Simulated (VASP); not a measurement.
# Mn (P6/mmm) in VASP: notebook

Runs on Mn. Level: PBE. Tasks: relaxation of cell and atoms.

All numbers are computed with VASP 6.6.1; they aren't measurements. Logs are shortened: lines on timing, memory, paths and dates and some standing lists are left out, and cuts for length are marked.

## Step 1: The cell of the first run

The structure is hexagonal, space group P6/mmm (No. 191). Conventional cell: a = 2.109 Å, b = 2.109 Å, c = 1.982 Å, α = 90.00°, β = 90.00°, γ = 120.00°. Within 2.6 Å of Mn (site symmetry 6/mmm) lie 8 Mn at 1.98 to 2.11 Å.

This isn't the form of Mn at room conditions, which is a 58-atom cubic cell.

## Step 2: Relaxation of cell and atoms, PBE, collinear spin, ferromagnetic start, target pressure 220 GPa, at which the enthalpy is minimised

File INCAR:

```
SYSTEM = Mn
ALGO     = Normal         ! electronic algorithm
EDIFF    = 1E-6           ! SCF threshold, eV
EDIFFG   = -0.005         ! ionic threshold
ENCUT    = 600            ! plane-wave cutoff, eV
GGA      = PE             ! functional
IBRION   = 2              ! ionic algorithm
ISIF     = 3              ! what is computed and relaxed
ISMEAR   = -1             ! smearing method
ISPIN    = 2              ! spin polarisation
LASPH    = .True.         ! aspherical terms in the spheres
LCHARG   = .False.        ! write CHGCAR
LMAXMIX  = 4              ! l up to which the mixer works
LORBIT   = 11             ! projections on sites
LREAL    = .False.        ! projectors in reciprocal space
LWAVE    = .False.        ! write WAVECAR
MAGMOM   = 3              ! initial moments
NELM     = 150            ! most SCF steps
NSW      = 60             ! ionic steps
PREC     = Accurate       ! precision mode
PSTRESS  = 2200.0       
SIGMA    = 0.08           ! smearing width, eV
```

File KPOINTS:

```
k-points
0
Gamma
  20 20 19
  0 0 0
```

File POSCAR:

```
Mn
1.0
    2.1086721652      0.0000000000      0.0000000000
   -1.0543360826      1.8261636633      0.0000000000
    0.0000000000      0.0000000000      1.9821518353
Mn
1
Direct
    0.0000000000      0.0000000000      0.0000000000
```

Potentials or basis: VASP PAW PBE potentials, release 64 (Mn_pv).

The run is started by

```sh
$ cat potpaw_PBE.64/Mn_pv/POTCAR > POTCAR
$ mpirun -np 1 vasp_std > vasp.out
```

OUTCAR:

```text
SYSTEM = Mn
   EDIFF = 1E-6
   EDIFFG = -0.005
   ENCUT = 600
   GGA = PE
   IBRION = 2
   ISIF = 3
   ISMEAR = -1
   ISPIN = 2
   LASPH = .True.
   LORBIT = 11
   LREAL = .False.
   NELM = 150
   NSW = 60
   PREC = Accurate
   PSTRESS = 2200.0

 ion  position               nearest neighbor table
   1  0.000  0.000  0.000-

  LATTYP: Found a hexagonal cell.
 ALAT       =     2.1086721652
 C/A-ratio  =     0.9400000000

  Lattice vectors:

 A1 = (   2.1086721652,   0.0000000000,   0.0000000000)
 A2 = (  -1.0543360826,   1.8261636633,   0.0000000000)
 A3 = (   0.0000000000,   0.0000000000,   1.9821518353)

Analysis of symmetry for initial positions (statically):
=====================================================================
 Subroutine PRICEL returns:
 Original cell was already a primitive cell.

 Routine SETGRP: Setting up the symmetry group for a
 hexagonal supercell.

 Subroutine GETGRP returns: Found 24 space group operations
 (whereof 24 operations were pure point group operations)
 out of a pool of 24 trial point group operations.

The static configuration has the point symmetry D_6h.

Analysis of symmetry for dynamics (positions and initial velocities):
=====================================================================
 Subroutine PRICEL returns:
 Original cell was already a primitive cell.

 Routine SETGRP: Setting up the symmetry group for a
 hexagonal supercell.

 Subroutine GETGRP returns: Found 24 space group operations
 (whereof 24 operations were pure point group operations)
 out of a pool of 24 trial point group operations.

The dynamic configuration has the point symmetry D_6h.

Analysis of structural, dynamic, and magnetic symmetry:
=====================================================================
 Subroutine PRICEL returns:
 Original cell was already a primitive cell.

 Routine SETGRP: Setting up the symmetry group for a
 hexagonal supercell.

 Subroutine GETGRP returns: Found 24 space group operations
 (whereof 24 operations were pure point group operations)
 out of a pool of 24 trial point group operations.

The overall configuration has the point symmetry D_6h.

 Subroutine INISYM returns: Found 24 space group operations
 (whereof 24 operations are pure point group operations),
 and found     1 'primitive' translations

----------------------------------------------------------------------------------------

                                     Primitive cell

  volume of cell :       7.6328

  direct lattice vectors                    reciprocal lattice vectors
     2.108672165  0.000000000  0.000000000     0.474232086  0.273798023  0.000000000
    -1.054336083  1.826163663  0.000000000     0.000000000  0.547596045  0.000000000
     0.000000000  0.000000000  1.982151835     0.000000000  0.000000000  0.504502219

  length of vectors
     2.108672165  2.108672165  1.982151835     0.547596045  0.547596045  0.504502219

  position of ions in fractional coordinates (direct lattice)
     0.000000000  0.000000000  0.000000000

  ion indices of the primitive-cell ions
   primitive index   ion index
                 1           1

----------------------------------------------------------------------------------------

 KPOINTS: k-points

Automatic generation of k-mesh.
 Grid dimensions read from file:
 generate k-points for:   20   20   19

 Generating k-lattice:

  Cartesian coordinates                     Fractional coordinates (reciprocal lattice)
     0.023711604  0.013689901  0.000000000     0.050000000 -0.000000000  0.000000000
     0.000000000  0.027379802  0.000000000     0.000000000  0.050000000  0.000000000
     0.000000000  0.000000000  0.026552748     0.000000000  0.000000000  0.052631579

  Length of vectors
     0.027379802  0.027379802  0.026552748

  Shift w.r.t. Gamma in fractional coordinates (k-lattice)
     0.000000000  0.000000000  0.000000000

 Subroutine IBZKPT returns following result:
 ===========================================

 Found    440 irreducible k-points:

 Following reciprocal coordinates:
            Coordinates               Weight
  0.000000  0.000000  0.000000      1.000000
  0.050000  0.000000  0.000000      6.000000
  0.100000  0.000000  0.000000      6.000000
  0.150000  0.000000  0.000000      6.000000
  0.200000  0.000000  0.000000      6.000000
  0.250000  0.000000  0.000000      6.000000
[... 16 lines left out ...]
  0.200000  0.100000  0.000000     12.000000
  0.250000  0.100000  0.000000     12.000000
 [... further k-points ...]
   k-points           NKPTS =    440   k-points in BZ     NKDIM =    440   number of bands    NBANDS=     12
   number of dos      NEDOS =    301   number of ions     NIONS =      1
   total plane-waves  NPLWV =   5184
   dimension x,y,z NGX =    18 NGY =   18 NGZ =   16
   dimension x,y,z NGXF=    36 NGYF=   36 NGZF=   32
   ions per type =               1
   NGX,Y,Z   is equivalent  to a cutoff of  14.19, 14.19, 13.42 a.u.
   NGXF,Y,Z  is equivalent  to a cutoff of  28.38, 28.38, 26.84 a.u.
 SYSTEM =  Mn
   PREC   = accura    normal or accurate (medium, high low for compatibility)
   ISTART =      0    job   : 0-new  1-cont  2-samecut
   ICHARG =      2    charge: 1-file 2-atom 10-const
   ISPIN  =      2    spin polarized calculation?
   LNONCOLLINEAR =      F non collinear calculations
   LSORBIT =      F    spin-orbit coupling
   LASPH  =      T    aspherical Exc in radial PAW
   ENCUT  =  600.0 eV  44.10 Ry    6.64 a.u.   4.21  4.21  3.96*2*pi/ulx,y,z
   NELM   =    150;   NELMIN=  2; NELMDL= -5     # of ELM steps
   EDIFF  = 0.1E-05   stopping-criterion for ELM
   LREAL  =      F    real-space projection
   EDIFFG = -.5E-02   stopping-criterion for IOM
   NSW    =     60    number of steps for IOM
   IBRION =      2    ionic relax: 0-MD 1-quasi-New 2-CG
   NFREE  =      1    steps in history (QN), initial steepest desc. (CG)
   ISIF   =      3    stress and relaxation
   ISYM   =      2    0-nonsym 1-usesym 2-fastsym
   POTIM  = 0.5000    time-step for ionic-motion
   TEBEG  =    0.0;   TEEND  =   0.0 temperature during run
   PSTRESS= 2200.0 pullay stress
   NELECT =      13.0000    total number of electrons
   NUPDOWN=      -1.0000    fix difference up-down
   EMIN   =  10.00;   EMAX   =-10.00  energy-range for DOS
   EFERMI =   0.00;   METHOD = LEGACY
   ISMEAR =    -1;   SIGMA  =   0.08  broadening in eV -4-tet -1-fermi 0-gaus
   EFERMI_NEDOS =   21; number of points for ismear=-14 and -15
   IALGO  =     38    algorithm
   IMIX   =      4    mixing-type and parameters
     AMIX     =   0.40;   BMIX     =  1.00
     AMIX_MAG =   1.60;   BMIX_MAG =  1.00
  volume/ion in A,a.u.               =       7.63        51.51
  Fermi-wavevector in a.u.,A,eV,Ry     =   1.955063  3.694533 52.005150  3.822271
  Thomas-Fermi vector in A             =   2.981496
   LORBIT       =     11    0 simple, 1 ext, 2 COOP (PROOUT), +10 PAW based schemes
   GGA     = PE    functional components
   LHFCALC =     F    Hartree Fock is set to
   AEXX    =    0.0000 exact exchange contribution
   IVDW    =     0    specifies the selected vdW correction
   LEPSILON=     F    determine dielectric tensor
   LRPA    =     F    only Hartree local field effects (RPA)
 conjugate gradient relaxation of ions
 spin polarized calculation
  energy-cutoff  :      600.00
  volume of cell :        7.63
 maximum number of plane-waves:       266
 NGX is ok and might be reduce to    18

--------------------------------------- Ionic step        1  -------------------------------------------

 number of electron      12.9999999 magnetization       0.1236953

 number of electron      12.9999999 magnetization      -0.0009359

 Free energy of the ion-electron system (eV)
  ---------------------------------------------------
  ext. energy  EPLUGINS =         0.00000000
  ---------------------------------------------------
  free energy    TOTEN  =        -6.39190370 eV

  energy without entropy =       -6.36243334  energy(sigma->0) =       -6.37716852

------------------------ aborting loop because EDIFF is reached ----------------------------------------

  FORCE on cell =-STRESS in cart. coord.  units (eV):
  Direction    XX          YY          ZZ          XY          YZ          ZX
  --------------------------------------------------------------------------------------
  -------------------------------------------------------------------------------------
  Total       12.4242549     12.4242549      7.9674530      0.0000000      0.0000000      0.0000000
  in kB     2607.9259409   2607.9259409   1672.4163798      0.0000000      0.0000000      0.0000000
  external PRESSURE =      96.0894205 kB  Pullay stress =    2200.0000000 kB
[... 98 lines left out ...]
  energy  without entropy=       -6.6529529578  energy(sigma->0) =       -6.66432139

  enthalpy is  TOTEN    =         3.9821635361 eV   P V=       10.6578533630

[... ionic steps 4 to 8 ...]

--------------------------------------- Ionic step        9  -------------------------------------------

 number of electron      13.0000010 magnetization      -0.0000008

 number of electron      13.0000010 magnetization       0.0000006
[... 75 lines left out ...]
 number of electron      13.0000009 magnetization       0.0000037

 number of electron      13.0000009 magnetization      -0.0000098

 Free energy of the ion-electron system (eV)
  ---------------------------------------------------
  ext. energy  EPLUGINS =         0.00000000
  ---------------------------------------------------
  free energy    TOTEN  =        -6.61642861 eV

  energy without entropy =       -6.59427045  energy(sigma->0) =       -6.60534953

 E-fermi :  16.5209     XC(G=0): -16.0439

 val. band max:       16.5171971626   @ k =   0.1500   0.0500   0.3684
 cond. band min:      16.5224982911   @ k =   0.3500   0.1500   0.2105
 fundamental gap:      0.0053011285
 Fermi energy:        16.5209091575

 spin component 1

 k-point     1 :       0.0000    0.0000    0.0000
  band No.  band energies     occupation
      1     -31.1686      1.00000
      2     -31.1686      1.00000
      3     -30.5950      1.00000
      4       6.5482      1.00000
      5      10.1401      1.00000
      6      14.2461      1.00000
      7      14.2461      1.00000
      8      19.6227      0.00000
      9      19.6227      0.00000
     10      38.5596      0.00000
     11      45.5886      0.00000
     12      48.0163      0.00000
[... 333 lines left out ...]
      1     -32.6108      1.00000
      2     -31.5784      1.00000
      3     -30.4478      1.00000
      4      10.0544      1.00000
      5      11.1012      1.00000
      6      12.9426      1.00000
      7      17.9212      0.00000
      8      17.9338      0.00000
      9      19.1790      0.00000
     10      33.8627      0.00000
     11      38.5729      0.00000
     12      47.7320      0.00000

 [... further k-points ...]

 spin component 2

 k-point     1 :       0.0000    0.0000    0.0000
  band No.  band energies     occupation
      1     -31.1686      1.00000
      2     -31.1686      1.00000
      3     -30.5950      1.00000
      4       6.5482      1.00000
      5      10.1401      1.00000
      6      14.2461      1.00000
      7      14.2461      1.00000
      8      19.6227      0.00000
      9      19.6227      0.00000
     10      38.5596      0.00000
     11      45.5886      0.00000
     12      48.0163      0.00000
[... 377 lines left out ...]
  energy  without entropy=       -6.5942704480  energy(sigma->0) =       -6.60534953

  enthalpy is  TOTEN    =         3.9803486020 eV   P V=       10.5967772152

 reached required accuracy - stopping structural energy minimisation

 total charge

# of ion       s       p       d       tot
------------------------------------------
    1        0.569   6.611   5.843  13.024

 magnetization (x)

# of ion       s       p       d       tot
------------------------------------------
    1        0.000  -0.000   0.000   0.000
```

It took 3.4 min on 1 thread of Intel Xeon 6975P-C (Granite Rapids), shared host; peak memory 0.22 GiB.

What came out:

```
Free energy                                                : -6.6164 eV
Relaxed volume                                             : 7.72 Å³/atom
Relaxed cell                                               : a = 2.162 Å, b = 2.162 Å, c = 1.907 Å, α = 90.00°, β = 90.00°, γ = 120.00°
Space group after relaxing (to 0.1 Å)                      : P6/mmm (No. 191)
Energy change on relaxing (the run minimises the enthalpy) : -224.5 meV/atom
Ionic steps                                                : 11
Pressure after relaxing                                    : 220.0 GPa
Net moment                                                 : 0.00 μB per cell
```

The path:
```tsv
step	energy change (eV)	largest force (eV/Å)	pressure (GPa)	volume (Å³)
1	0.0000	0.0000	229.61	7.63
2	0.1729	0.0000	225.59	8.02
3	-0.2838	0.0000	213.41	7.76
4	-0.2938	0.0000	212.82	7.77
5	-0.2973	0.0000	212.59	7.77
6	0.1861	0.0000	260.63	7.45
7	-0.2328	0.0000	219.17	7.72
8	-0.2290	0.0000	219.74	7.72
9	-0.2304	0.0000	219.39	7.72
10	-0.2109	0.0000	220.94	7.71
11	-0.2245	0.0000	219.95	7.72
```

Final structure:
```
CELL_PARAMETERS angstrom
2.16177 0.00000 0.00000
-1.08089 1.87215 0.00000
0.00000 0.00000 1.90683
ATOMIC_POSITIONS crystal
Mn 0.00000 0.00000 0.00000
```

Levels at points of the mesh, in eV from the Fermi level:
Spin up:
| k point | band 2 | band 3 | band 4 | band 5 | band 6 | band 7 | band 8 | band 9 | band 10 | band 11 |
| --- | --- | --- | --- | --- | --- | --- | --- | --- | --- | --- |
| (0.00, 0.00, 0.00) | -47.69 | -47.12 | -9.97 | -6.38 | -2.27 | -2.27 | 3.10 | 3.10 | 22.04 | 29.07 |
| (0.50, 0.00, 0.00) | -48.16 | -46.90 | -7.28 | -4.88 | 0.16 | 0.65 | 2.60 | 2.88 | 12.13 | 21.13 |
Spin down:
```csv
k point,band 2,band 3,band 4,band 5,band 6,band 7,band 8,band 9,band 10,band 11
"(0.00, 0.00, 0.00)",-47.69,-47.12,-9.97,-6.38,-2.27,-2.27,3.10,3.10,22.04,29.07
"(0.50, 0.00, 0.00)",-48.16,-46.90,-7.28,-4.88,0.16,0.65,2.60,2.88,12.13,21.13
```

Caveat: the cell is relaxed towards a set pressure, so the run minimises the enthalpy, not the energy; atoms lie so close that the PAW spheres overlap strongly, which falsifies energies and pressures; the moments typed at the start vanished in this run.

## Step 3: Relaxation of cell and atoms, PBE, collinear spin, ferromagnetic start, target pressure 220 GPa, at which the enthalpy is minimised

This run uses another cell than the first one, of the same volume but with other edges.

File INCAR:

```
SYSTEM = Mn
PREC = Accurate ; ENCUT = 600
EDIFF = 1E-6 ; ISMEAR = -1
SIGMA = 0.08 ; LREAL = .FALSE.
LASPH = .TRUE. ; NELM = 150
ALGO = Normal ; ISIF = 3
LWAVE = .FALSE. ; LCHARG = .FALSE.
ISPIN = 2 ; MAGMOM = 3
LORBIT = 11 ; LMAXMIX = 4
GGA = PE ; IBRION = 2
NSW = 32 ; EDIFFG = -0.005
PSTRESS = 2200.0
```

File KPOINTS:

```
regular mesh
0
G
  20 20 19
  0 0 0
```

File POSCAR:

```
Mn
1.0
    2.1623525082      0.0000000000      0.0000000000
   -1.0811762541      1.8726522040      0.0000000000
    0.0000000000      0.0000000000      1.8848887456
Mn
1
Direct
    0.0000000000      0.0000000000      0.0000000000
```

Potentials or basis: VASP PAW PBE potentials, release 64 (Mn_pv).

The run is started by

```sh
$ cat potpaw_PBE.64/Mn_pv/POTCAR > POTCAR
$ mpirun -np 1 vasp_std > vasp.out
```

Run time: 2.5 min. Hardware: 1 thread of Intel Xeon 6975P-C (Granite Rapids), shared host; peak memory 0.21 GiB.

It converged, with:

```
Free energy                                                : -6.6151 eV
Relaxed volume                                             : 7.72 Å³/atom
Relaxed cell                                               : a = 2.162 Å, b = 2.162 Å, c = 1.907 Å, α = 90.00°, β = 90.00°, γ = 120.00°
Space group after relaxing (to 0.1 Å)                      : P6/mmm (No. 191)
Energy change on relaxing (the run minimises the enthalpy) : -123.1 meV/atom
Ionic steps                                                : 6
Pressure after relaxing                                    : 220.0 GPa
Net moment                                                 : 0.00 μB per cell
```

The path:
```csv
step,energy change (eV),largest force (eV/Å),pressure (GPa),volume (Å³)
1,0.0000,0.0000,233.28,7.63
2,-0.7756,0.0000,147.17,8.34
3,-0.1621,0.0000,216.37,7.75
4,-0.1507,0.0000,217.55,7.74
5,-0.0316,0.0000,227.98,7.65
6,-0.1231,0.0000,220.04,7.72
```

Final structure:
```xyz
1
Lattice="2.1617 0.0000 0.0000 -1.0809 1.8721 0.0000 0.0000 0.0000 1.9067" Properties=species:S:1:pos:R:3 pbc="T T T"
Mn    0.0000    0.0000    0.0000
```

Levels at points of the mesh, in eV from the Fermi level:
Spin up:
```tsv
k point	band 2	band 3	band 4	band 5	band 6	band 7	band 8	band 9	band 10	band 11
(0.00, 0.00, 0.00)	-47.69	-47.12	-9.97	-6.38	-2.28	-2.28	3.10	3.10	22.04	29.07
(0.50, 0.00, 0.00)	-48.16	-46.90	-7.28	-4.88	0.16	0.65	2.60	2.88	12.13	21.13
```
Spin down:
| k point | band 2 | band 3 | band 4 | band 5 | band 6 | band 7 | band 8 | band 9 | band 10 | band 11 |
| --- | --- | --- | --- | --- | --- | --- | --- | --- | --- | --- |
| (0.00, 0.00, 0.00) | -47.69 | -47.12 | -9.97 | -6.38 | -2.28 | -2.28 | 3.10 | 3.10 | 22.04 | 29.07 |
| (0.50, 0.00, 0.00) | -48.16 | -46.90 | -7.28 | -4.88 | 0.16 | 0.65 | 2.60 | 2.88 | 12.13 | 21.13 |

Caveat: the cell is relaxed towards a set pressure, so the run minimises the enthalpy, not the energy; atoms lie so close that the PAW spheres overlap strongly, which falsifies energies and pressures; the moments typed at the start vanished in this run.
